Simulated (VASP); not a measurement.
# Hf (R-3m) in VASP: relaxation of cell and atoms with PBE

Aim: the relaxation of cell and atoms of Hf with PBE.

Program: VASP 6.6.1. These are calculated values, not measurements. Logs are shortened: lines on timing, memory, paths and dates and some standing lists are left out, and cuts for length are marked.

## (1) The cell of the first run

Symmetry: R-3m, No. 166, trigonal system. The conventional cell has a = 3.193 Å, b = 3.193 Å, c = 23.120 Å, α = 90.00°, β = 90.00°, γ = 120.00°. Hf (site symmetry -3m) has 12 Hf at 3.15 to 3.19 Å within 4.1 Å. Within 4.1 Å of Hf (site symmetry 3m) lie 12 Hf at 3.15 to 3.19 Å.

## (2) Relaxation of cell and atoms, PBE

Input file INCAR:

```
PREC = Accurate
ENCUT = 600
EDIFF = 1E-7
ISMEAR = 0
SIGMA = 0.1
LREAL = False
LASPH = True
NELM = 80
ALGO = Fast
ISIF = 3
LWAVE = False
LCHARG = False
GGA = PE
IBRION = 2
NSW = 100
EDIFFG = -0.01
```

Input file KPOINTS:

```
regular mesh
0
Gamma
  15 15 15
```

Input file POSCAR:

```
Hf
1.0
    1.5966419203      0.9218216425      7.7066976782
   -1.5966419203      0.9218216425      7.7066976782
    0.0000000000     -1.8436432850      7.7066976782
Hf
3
Direct
    0.0000000000      0.0000000000      0.0000000000
    0.2226716937      0.2226716937      0.2226716937
    0.7773283063      0.7773283063      0.7773283063
```

Potentials or basis: VASP PAW PBE potentials, release 64 (Hf_pv).

Launch:

```
cat potpaw_PBE.64/Hf_pv/POTCAR > POTCAR
mpirun -np 1 vasp_std > vasp.out
```

OUTCAR:

```text
PREC = Accurate
   ENCUT = 600
   EDIFF = 1E-7
   ISMEAR = 0
   LREAL = False
   LASPH = True
   NELM = 80
   ISIF = 3
   GGA = PE
   IBRION = 2
   NSW = 100
   EDIFFG = -0.01

 ion  position               nearest neighbor table
   1  0.000  0.000  0.000-   3 3.15   3 3.15   2 3.15   2 3.15   3 3.15   2 3.15
   2  0.223  0.223  0.223-   1 3.15   1 3.15   1 3.15   3 3.18   3 3.18   3 3.18
   3  0.777  0.777  0.777-   1 3.15   1 3.15   1 3.15   2 3.18   2 3.18   2 3.18

  LATTYP: Found a trigonal (rhomboedric) cell.
 ALAT       =     7.9241535614
 COS(alpha) =     0.9188031307

  Lattice vectors:

 A1 = (   1.5966419203,   0.9218216425,   7.7066976782)
 A2 = (  -1.5966419203,   0.9218216425,   7.7066976782)
 A3 = (   0.0000000000,  -1.8436432850,   7.7066976782)

Analysis of symmetry for initial positions (statically):
=====================================================================
 Subroutine PRICEL returns:
 Original cell was already a primitive cell.

 Routine SETGRP: Setting up the symmetry group for a
 trigonal (rhombohedral) supercell.

 Subroutine GETGRP returns: Found 12 space group operations
 (whereof 12 operations were pure point group operations)
 out of a pool of 12 trial point group operations.

The static configuration has the point symmetry D_3d.

Analysis of symmetry for dynamics (positions and initial velocities):
=====================================================================
 Subroutine PRICEL returns:
 Original cell was already a primitive cell.

 Routine SETGRP: Setting up the symmetry group for a
 trigonal (rhombohedral) supercell.

 Subroutine GETGRP returns: Found 12 space group operations
 (whereof 12 operations were pure point group operations)
 out of a pool of 12 trial point group operations.

The dynamic configuration has the point symmetry D_3d.

 Subroutine INISYM returns: Found 12 space group operations
 (whereof 12 operations are pure point group operations),
 and found     1 'primitive' translations

----------------------------------------------------------------------------------------

                                     Primitive cell

  volume of cell :      68.0572

  direct lattice vectors                    reciprocal lattice vectors
     1.596641920  0.921821642  7.706697678     0.313157254  0.180801425  0.043252421
[... 96 lines left out ...]
   POTIM  = 0.5000    time-step for ionic-motion
   TEBEG  =    0.0;   TEEND  =   0.0 temperature during run
   PSTRESS=    0.0 pullay stress
   NELECT =      30.0000    total number of electrons
   NUPDOWN=      -1.0000    fix difference up-down
   EMIN   =  10.00;   EMAX   =-10.00  energy-range for DOS
   EFERMI =   0.00;   METHOD = LEGACY
   ISMEAR =     0;   SIGMA  =   0.10  broadening in eV -4-tet -1-fermi 0-gaus
   EFERMI_NEDOS =   21; number of points for ismear=-14 and -15
   IALGO  =     68    algorithm
   IMIX   =      4    mixing-type and parameters
     AMIX     =   0.40;   BMIX     =  1.00
     AMIX_MAG =   1.60;   BMIX_MAG =  1.00
  volume/ion in A,a.u.               =      22.69       153.09
  Fermi-wavevector in a.u.,A,eV,Ry     =   1.245921  2.354450 21.120592  1.552320
  Thomas-Fermi vector in A             =   2.380122
   LORBIT       =      0    0 simple, 1 ext, 2 COOP (PROOUT), +10 PAW based schemes
   GGA     = PE    functional components
   LHFCALC =     F    Hartree Fock is set to
   AEXX    =    0.0000 exact exchange contribution
   IVDW    =     0    specifies the selected vdW correction
   LEPSILON=     F    determine dielectric tensor
   LRPA    =     F    only Hartree local field effects (RPA)
 conjugate gradient relaxation of ions
 non-spin polarized calculation
 RMM-DIIS sequential band-by-band and
 Gauss-broadening in eV      SIGMA  =   0.10
  energy-cutoff  :      600.00
  volume of cell :       68.06
 maximum number of plane-waves:      2295
   NGX = 31   NGY = 31   NGZ = 31

--------------------------------------- Ionic step        1  -------------------------------------------

 number of electron      30.0000000 magnetization

 Free energy of the ion-electron system (eV)
  ---------------------------------------------------
  ext. energy  EPLUGINS =         0.00000000
  ---------------------------------------------------
  free energy    TOTEN  =       -29.68633194 eV

  energy without entropy =      -29.67093943  energy(sigma->0) =      -29.67863568

------------------------ aborting loop because EDIFF is reached ----------------------------------------

  FORCE on cell =-STRESS in cart. coord.  units (eV):
  Direction    XX          YY          ZZ          XY          YZ          ZX
  --------------------------------------------------------------------------------------
  -------------------------------------------------------------------------------------
  Total       -0.2002641     -0.2002641     -0.5524220      0.0000000     -0.0000000     -0.0000000
  in kB       -4.7145437     -4.7145437    -13.0049158      0.0000000     -0.0000000     -0.0000000
  external PRESSURE =      -7.4780011 kB  Pullay stress =       0.0000000 kB
[... 98 lines left out ...]
--------------------------------------- Ionic step        4  -------------------------------------------

 number of electron      30.0000001 magnetization

 Free energy of the ion-electron system (eV)
  ---------------------------------------------------
  ext. energy  EPLUGINS =         0.00000000
  ---------------------------------------------------
  free energy    TOTEN  =       -29.68833295 eV

  energy without entropy =      -29.67271800  energy(sigma->0) =      -29.68052548

 E-fermi :   4.7731     XC(G=0): -11.2556

 val. band max:        4.7721293978   @ k =   0.4667   0.4000   0.3333
 cond. band min:       4.7736121737   @ k =  -0.1333   0.4000   0.0667
 fundamental gap:      0.0014827758
 Fermi energy:         4.7731408028

 k-point     1 :       0.0000    0.0000    0.0000
  band No.  band energies     occupation
      1     -25.9814      2.00000
      2     -25.9807      2.00000
      3     -25.4615      2.00000
      4     -25.4615      2.00000
      5     -25.4327      2.00000
      6     -25.4327      2.00000
[... 505 lines left out ...]
      6     -25.4808      2.00000
[... 11 lines left out ...]
     18       6.4584      0.00000
     19       6.6736      0.00000

 [... further k-points ...]

------------------------ aborting loop because EDIFF is reached ----------------------------------------

  FORCE on cell =-STRESS in cart. coord.  units (eV):
  Direction    XX          YY          ZZ          XY          YZ          ZX
  --------------------------------------------------------------------------------------
  -------------------------------------------------------------------------------------
  Total        0.0123612      0.0123612      0.0021198      0.0000000      0.0000000     -0.0000000
  in kB        0.2932246      0.2932246      0.0502841      0.0000000      0.0000000     -0.0000000
  external PRESSURE =       0.2122444 kB  Pullay stress =       0.0000000 kB
[... 18 lines left out ...]
  FREE ENERGIE OF THE ION-ELECTRON SYSTEM (eV)
  ---------------------------------------------------
  free  energy   TOTEN  =       -29.6883329535 eV

  energy  without entropy=      -29.6727179981  energy(sigma->0) =      -29.68052548

 reached required accuracy - stopping structural energy minimisation
```

OSZICAR:

```text
N       E                     dE             d eps       ncg     rms          rms(c)
DAV:   1     0.104947806323E+03    0.10495E+03   -0.18243E+04 13128   0.167E+03
DAV:   2    -0.235224594569E+02   -0.12847E+03   -0.12436E+03 14687   0.343E+02
DAV:   3    -0.305421048018E+02   -0.70196E+01   -0.64264E+01 18536   0.440E+01
[... 52 lines left out ...]
RMM:   6    -0.296883324401E+02    0.18037E-04   -0.39362E-05 15819   0.364E-02    0.357E-02
RMM:   7    -0.296883331291E+02   -0.68898E-06   -0.76136E-06 16509   0.150E-02    0.249E-02
RMM:   8    -0.296883334562E+02   -0.32710E-06   -0.12617E-06 13249   0.646E-03    0.264E-02
RMM:   9    -0.296883330005E+02    0.45566E-06   -0.44692E-07 10023   0.358E-03    0.994E-03
RMM:  10    -0.296883329535E+02    0.47036E-07   -0.11441E-07  8274   0.164E-03
   4 F= -.29688333E+02 E0= -.29680525E+02  d E =-.214088E-03
```

CONTCAR:

```text
Hf
   1.00000000000000
     1.5958977195195405    0.9213919779790488    7.6554349818364900
    -1.5958977195195405    0.9213919779790488    7.6554349818364900
    -0.0000000000000000   -1.8427839559580976    7.6554349818364900
  Hf
     3
Direct
     0.0000000000000000    0.0000000000000000    0.0000000000000000
     0.2226881190143934    0.2226881190143934    0.2226881190143934
     0.7773118809856067    0.7773118809856067    0.7773118809856067

  0.00000000E+00  0.00000000E+00  0.00000000E+00
  0.00000000E+00  0.00000000E+00  0.00000000E+00
  0.00000000E+00  0.00000000E+00  0.00000000E+00
```

It took 1.6 h on 1 thread of Intel Xeon 6975P-C (Granite Rapids), shared host; peak memory 0.93 GiB.

Results:

| Quantity | Value |
| --- | --- |
| Free energy | -29.6883 eV |
| Relaxed volume | 22.51 Å³/atom |
| Relaxed cell | a = 7.874 Å, b = 7.874 Å, c = 7.874 Å, α = 23.39°, β = 23.39°, γ = 23.39° |
| Space group after relaxing (to 0.1 Å) | R-3m (No. 166) |
| Energy gained by relaxing | 0.7 meV/atom |
| Ionic steps | 4 |
| Pressure after relaxing | 0.0 GPa |
| Band gap on the k mesh | zero (bands 15 and 16 overlap by 1.58 eV) |

Step by step:
```
step  energy change (eV)  largest force (eV/Å)  pressure (GPa)  volume (Å³)
   1              0.0000                0.0055           -0.75        68.06
   2             -0.0006                0.0005            0.87        67.02
   3             -0.0018                0.0048            0.12        67.48
   4             -0.0020                0.0005            0.02        67.54
```

Final structure:
```
Hf
1.0
     1.59590    0.92139    7.65543
    -1.59590    0.92139    7.65543
     0.00000   -1.84278    7.65543
Hf
3
Direct
  0.00000 0.00000 0.00000
  0.22269 0.22269 0.22269
  0.77731 0.77731 0.77731
```

Caveat: spin-orbit coupling is left out, which moves the levels of the heavy elements.
